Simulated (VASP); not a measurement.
# CaO (Fm-3m) in VASP: further runs

The runs below take CaO through single point, with PBE.

All numbers are computed with VASP 6.6.1; they aren't measurements. Logs are shortened: lines on timing, memory, paths and dates and some standing lists are left out, and cuts for length are marked.

### Step 1. The cell of the first run

It takes space group Fm-3m (No. 225, cubic). Conventional cell: a = 4.807 Å, b = 4.807 Å, c = 4.807 Å, α = 90.00°, β = 90.00°, γ = 90.00°. Within 3.2 Å of Ca (site symmetry m-3m) lie 6 O at 2.40 Å. Within 3.2 Å of O (site symmetry m-3m) lie 6 Ca at 2.40 Å.

### Step 2. Single point, PBE

INCAR

```
ALGO = Normal
EDIFF = 1E-6
ENCUT = 520
GGA = PE
ISIF = 2
ISMEAR = 0
LASPH = T
LCHARG = F
LREAL = F
LWAVE = F
NBANDS = 15
NELM = 100
PREC = Accurate
SIGMA = 0.013000000000000001
```

KPOINTS

```
k-points
0
Gamma
  10 10 10
```

POSCAR

```
CaO
1.0
    0.0000000000      2.4035556960      2.4035556960
    2.4035556960      0.0000000000      2.4035556960
    2.4035556960      2.4035556960      0.0000000000
Ca O
1 1
Direct
    0.0000000000      0.0000000000      0.0000000000
    0.5000000000      0.5000000000      0.5000000000
```

Potentials or basis: VASP PAW PBE potentials, release 64 (Ca_sv, O).

Started as:

```sh
> cat potpaw_PBE.64/Ca_sv/POTCAR potpaw_PBE.64/O/POTCAR > POTCAR
> mpirun -np 1 vasp_std > vasp.out
```

OUTCAR:

```text
EDIFF = 1E-6
   ENCUT = 520
   GGA = PE
   ISIF = 2
   ISMEAR = 0
   LASPH = T
   LREAL = F
   NELM = 100
   PREC = Accurate

 ion  position               nearest neighbor table
   1  0.000  0.000  0.000-   2 2.40   2 2.40   2 2.40   2 2.40   2 2.40   2 2.40
   2  0.500  0.500  0.500-   1 2.40   1 2.40   1 2.40   1 2.40   1 2.40   1 2.40

  LATTYP: Found a face centered cubic cell.
 ALAT       =     4.8071113920

  Lattice vectors:

 A1 = (   0.0000000000,   2.4035556960,   2.4035556960)
 A2 = (   2.4035556960,   0.0000000000,   2.4035556960)
 A3 = (   2.4035556960,   2.4035556960,   0.0000000000)

Analysis of symmetry for initial positions (statically):
=====================================================================
 Subroutine PRICEL returns:
 Original cell was already a primitive cell.

 Routine SETGRP: Setting up the symmetry group for a
 face centered cubic supercell.

 Subroutine GETGRP returns: Found 48 space group operations
 (whereof 48 operations were pure point group operations)
 out of a pool of 48 trial point group operations.

The static configuration has the point symmetry O_h .

Analysis of symmetry for dynamics (positions and initial velocities):
=====================================================================
 Subroutine PRICEL returns:
 Original cell was already a primitive cell.

 Routine SETGRP: Setting up the symmetry group for a
 face centered cubic supercell.

 Subroutine GETGRP returns: Found 48 space group operations
 (whereof 48 operations were pure point group operations)
 out of a pool of 48 trial point group operations.

The dynamic configuration has the point symmetry O_h .

 Subroutine INISYM returns: Found 48 space group operations
 (whereof 48 operations are pure point group operations),
 and found     1 'primitive' translations

----------------------------------------------------------------------------------------

                                     Primitive cell

  volume of cell :      27.7711

  direct lattice vectors                    reciprocal lattice vectors
     0.000000000  2.403555696  2.403555696    -0.208025136  0.208025136  0.208025136
     2.403555696  0.000000000  2.403555696     0.208025136 -0.208025136  0.208025136
     2.403555696  2.403555696  0.000000000     0.208025136  0.208025136 -0.208025136

  length of vectors
     3.399141063  3.399141063  3.399141063     0.360310104  0.360310104  0.360310104

  position of ions in fractional coordinates (direct lattice)
     0.000000000  0.000000000  0.000000000
     0.500000000  0.500000000  0.500000000

  ion indices of the primitive-cell ions
   primitive index   ion index
                 1           1
                 2           2

----------------------------------------------------------------------------------------

 KPOINTS: k-points

Automatic generation of k-mesh.
 Grid dimensions read from file:
 generate k-points for:   10   10   10

 Generating k-lattice:

  Cartesian coordinates                     Fractional coordinates (reciprocal lattice)
    -0.020802514  0.020802514  0.020802514     0.100000000  0.000000000  0.000000000
     0.020802514 -0.020802514  0.020802514     0.000000000  0.100000000  0.000000000
     0.020802514  0.020802514 -0.020802514     0.000000000  0.000000000  0.100000000

  Length of vectors
     0.036031010  0.036031010  0.036031010

  Shift w.r.t. Gamma in fractional coordinates (k-lattice)
     0.000000000  0.000000000  0.000000000

 Subroutine IBZKPT returns following result:
 ===========================================

 Found     47 irreducible k-points:

 Following reciprocal coordinates:
            Coordinates               Weight
  0.000000  0.000000  0.000000      1.000000
  0.100000  0.000000  0.000000      8.000000
  0.200000  0.000000  0.000000      8.000000
  0.300000  0.000000  0.000000      8.000000
  0.400000  0.000000  0.000000      8.000000
  0.500000  0.000000  0.000000      4.000000
[... 16 lines left out ...]
  0.300000  0.300000  0.000000      6.000000
  0.400000  0.300000  0.000000     24.000000
 [... further k-points ...]
   k-points           NKPTS =     47   k-points in BZ     NKDIM =     47   number of bands    NBANDS=     15
   number of dos      NEDOS =    301   number of ions     NIONS =      2
   total plane-waves  NPLWV =  21952
   dimension x,y,z NGX =    28 NGY =   28 NGZ =   28
   dimension x,y,z NGXF=    56 NGYF=   56 NGZF=   56
   ions per type =               1   1
   NGX,Y,Z   is equivalent  to a cutoff of  13.69, 13.69, 13.69 a.u.
   NGXF,Y,Z  is equivalent  to a cutoff of  27.39, 27.39, 27.39 a.u.
 SYSTEM =  unknown system
   PREC   = accura    normal or accurate (medium, high low for compatibility)
   ISTART =      0    job   : 0-new  1-cont  2-samecut
   ICHARG =      2    charge: 1-file 2-atom 10-const
   ISPIN  =      1    spin polarized calculation?
   LNONCOLLINEAR =      F non collinear calculations
   LSORBIT =      F    spin-orbit coupling
   LASPH  =      T    aspherical Exc in radial PAW
   ENCUT  =  520.0 eV  38.22 Ry    6.18 a.u.   6.32  6.32  6.32*2*pi/ulx,y,z
   NELM   =    100;   NELMIN=  2; NELMDL= -5     # of ELM steps
   EDIFF  = 0.1E-05   stopping-criterion for ELM
   LREAL  =      F    real-space projection
   EDIFFG = 0.1E-04   stopping-criterion for IOM
   NSW    =      0    number of steps for IOM
   IBRION =     -1    ionic relax: 0-MD 1-quasi-New 2-CG
   NFREE  =      0    steps in history (QN), initial steepest desc. (CG)
   ISIF   =      2    stress and relaxation
   ISYM   =      2    0-nonsym 1-usesym 2-fastsym
   POTIM  = 0.5000    time-step for ionic-motion
   TEBEG  =    0.0;   TEEND  =   0.0 temperature during run
   PSTRESS=    0.0 pullay stress
   NELECT =      16.0000    total number of electrons
   NUPDOWN=      -1.0000    fix difference up-down
   EMIN   =  10.00;   EMAX   =-10.00  energy-range for DOS
   EFERMI =   0.00;   METHOD = LEGACY
   ISMEAR =     0;   SIGMA  =   0.01  broadening in eV -4-tet -1-fermi 0-gaus
   EFERMI_NEDOS =   21; number of points for ismear=-14 and -15
   IALGO  =     38    algorithm
   IMIX   =      4    mixing-type and parameters
     AMIX     =   0.40;   BMIX     =  1.00
     AMIX_MAG =   1.60;   BMIX_MAG =  1.00
  volume/ion in A,a.u.               =      13.89        93.70
  Fermi-wavevector in a.u.,A,eV,Ry     =   1.362231  2.574243 25.247954  1.855672
  Thomas-Fermi vector in A             =   2.488738
   LORBIT       =      0    0 simple, 1 ext, 2 COOP (PROOUT), +10 PAW based schemes
   GGA     = PE    functional components
   LHFCALC =     F    Hartree Fock is set to
   AEXX    =    0.0000 exact exchange contribution
   IVDW    =     0    specifies the selected vdW correction
   LEPSILON=     F    determine dielectric tensor
   LRPA    =     F    only Hartree local field effects (RPA)
 non-spin polarized calculation
 Gauss-broadening in eV      SIGMA  =   0.01
  energy-cutoff  :      520.00
  volume of cell :       27.77
 maximum number of plane-waves:       763
 NGX is ok and might be reduce to    28
   NGX = 13   NGY = 13   NGZ = 13

 number of electron      15.9999997 magnetization

 Free energy of the ion-electron system (eV)
  ---------------------------------------------------
  ext. energy  EPLUGINS =         0.00000000
  ---------------------------------------------------
  free energy    TOTEN  =       -12.80137705 eV

  energy without entropy =      -12.80137705  energy(sigma->0) =      -12.80137705

 E-fermi :   2.4403     XC(G=0): -10.4732

 val. band max:        2.3477006556   @ k =   0.0000   0.0000   0.0000
 cond. band min:       5.9830926036   @ k =   0.5000   0.5000   0.0000
 fundamental gap:      3.6353919480
 Fermi energy:         2.4403268296

 k-point     1 :       0.0000    0.0000    0.0000
  band No.  band energies     occupation
      1     -35.2914      2.00000
      2     -16.0556      2.00000
      3     -16.0556      2.00000
      4     -16.0556      2.00000
      5     -13.1836      2.00000
      6       2.3477      2.00000
      7       2.3477      2.00000
      8       2.3477      2.00000
      9       7.0571      0.00000
     10       8.5718      0.00000
     11       8.5718      0.00000
     12       8.5718      0.00000
     13      10.0746      0.00000
     14      10.0746      0.00000
     15      17.4169      0.00000

 k-point     2 :       0.1000    0.0000    0.0000
  band No.  band energies     occupation
      1     -35.2817      2.00000
      2     -16.1963      2.00000
      3     -16.0608      2.00000
      4     -16.0608      2.00000
      5     -13.0362      2.00000
      6       1.9871      2.00000
      7       2.2086      2.00000
      8       2.2086      2.00000
      9       7.5147      0.00000
     10       8.5387      0.00000
     11       8.7427      0.00000
     12       8.7427      0.00000
     13      10.3147      0.00000
     14      10.3147      0.00000
     15      17.8137      0.00000

 k-point     3 :       0.2000    0.0000    0.0000
  band No.  band energies     occupation
      1     -35.2562      2.00000
      2     -16.5155      2.00000
      3     -16.0744      2.00000
      4     -16.0744      2.00000
      5     -12.6983      2.00000
      6       1.2167      2.00000
      7       1.8749      2.00000
      8       1.8749      2.00000
      9       8.4469      0.00000
     10       8.6763      0.00000
     11       9.2147      0.00000
     12       9.2147      0.00000
     13      10.9369      0.00000
     14      10.9369      0.00000
     15      18.3854      0.00000
[... 343 lines left out ...]
 k-point    23 :       0.3000    0.3000    0.0000
  band No.  band energies     occupation
      1     -35.2037      2.00000
      2     -16.6375      2.00000
      3     -16.2046      2.00000
      4     -16.2046      2.00000
      5     -12.6623      2.00000
      6       0.6093      2.00000
      7       2.0062      2.00000
      8       2.0062      2.00000
      9       6.6866      0.00000
     10       9.4130      0.00000
     11      10.8006      0.00000
     12      10.9154      0.00000
     13      10.9154      0.00000
     14      12.7550      0.00000
     15      19.5579      0.00000

 k-point    24 :       0.4000    0.3000    0.0000
  band No.  band energies     occupation
      1     -35.1838      2.00000
      2     -16.6989      2.00000
      3     -16.2545      2.00000
      4     -16.2275      2.00000
      5     -12.6649      2.00000
      6       0.6713      2.00000
      7       1.7941      2.00000
      8       1.8942      2.00000
      9       6.6524      0.00000
     10       9.9896      0.00000
     11      11.1211      0.00000
     12      11.2060      0.00000
     13      11.3435      0.00000
     14      13.1499      0.00000
     15      17.9188      0.00000

 [... further k-points ...]
[... 5 lines left out ...]
  --------------------------------------------------------------------------------------
  -------------------------------------------------------------------------------------
  Total        0.3769269      0.3769269      0.3769269      0.0000000      0.0000000      0.0000000
  in kB       21.7457874     21.7457874     21.7457874      0.0000000      0.0000000      0.0000000
  external PRESSURE =      21.7457874 kB  Pullay stress =       0.0000000 kB

 VOLUME and BASIS-vectors are now :
 -----------------------------------------------------------------------------
  energy-cutoff  :      520.00
  volume of cell :       27.77
      direct lattice vectors                 reciprocal lattice vectors
     0.000000000  2.403555696  2.403555696    -0.208025136  0.208025136  0.208025136
     2.403555696  0.000000000  2.403555696     0.208025136 -0.208025136  0.208025136
     2.403555696  2.403555696  0.000000000     0.208025136  0.208025136 -0.208025136

 POSITION                                       TOTAL-FORCE (eV/Angst)
 -----------------------------------------------------------------------------------
      0.00000      0.00000      0.00000        -0.000000     -0.000000     -0.000000
      2.40356      2.40356      2.40356         0.000000      0.000000      0.000000
 -----------------------------------------------------------------------------------
    total drift:                                0.000000      0.000000      0.000000

  FREE ENERGIE OF THE ION-ELECTRON SYSTEM (eV)
  ---------------------------------------------------
  free  energy   TOTEN  =       -12.8013770495 eV

  energy  without entropy=      -12.8013770495  energy(sigma->0) =      -12.80137705
```

It took 37 s on 1 thread of Intel Xeon 8259CL, shared host; peak memory 0.17 GiB.

What came out:

```yaml
Free_energy: -12.8014 eV
Pressure: 2.2 GPa
Band_gap_on_the_k_mesh: 3.64 eV (least direct gap 4.01 eV)
```

A k mesh can miss the band edges.

### Step 3. Single point, PBE

INCAR

```
PREC = Accurate
ENCUT = 520
EDIFF = 1E-6
ISMEAR = 0
SIGMA = 0.014
LREAL = False
LASPH = True
NELM = 100
ALGO = Normal
ISIF = 2
LWAVE = False
LCHARG = True
GGA = PE
LELF = True
LVHAR = True
NBANDS = 15
```

KPOINTS

```
regular mesh
0
Gamma
  10 10 10
```

POSCAR is that of step 2.

Potentials or basis: VASP PAW PBE potentials, release 64 (Ca_sv, O).

Started as:

```sh
> cat potpaw_PBE.64/Ca_sv/POTCAR potpaw_PBE.64/O/POTCAR > POTCAR
> mpirun -np 1 vasp_std > vasp.out
```

Wall time 36 s (1 thread of Intel Xeon 8259CL, shared host); peak memory 0.17 GiB.

Results (log left out):

```yaml
Free_energy: -12.8014 eV
Pressure: 2.2 GPa
Band_gap_on_the_k_mesh: 3.64 eV (least direct gap 4.01 eV)
```

Levels at points of the mesh, in eV from the valence-band top:
```tsv
k point	band 5	band 6	band 7	band 8	band 9	band 10	band 11	band 12
(0.00, 0.00, 0.00)	-15.53	0.00	0.00	0.00	4.71	6.22	6.22	6.22
(0.50, 0.00, 0.00)	-14.34	-2.64	-1.20	-1.20	7.05	8.35	8.35	8.50
(0.50, 0.50, 0.00)	-15.29	-1.30	-0.37	-0.37	3.64	8.04	8.89	9.53
```

A k mesh can miss the band edges.
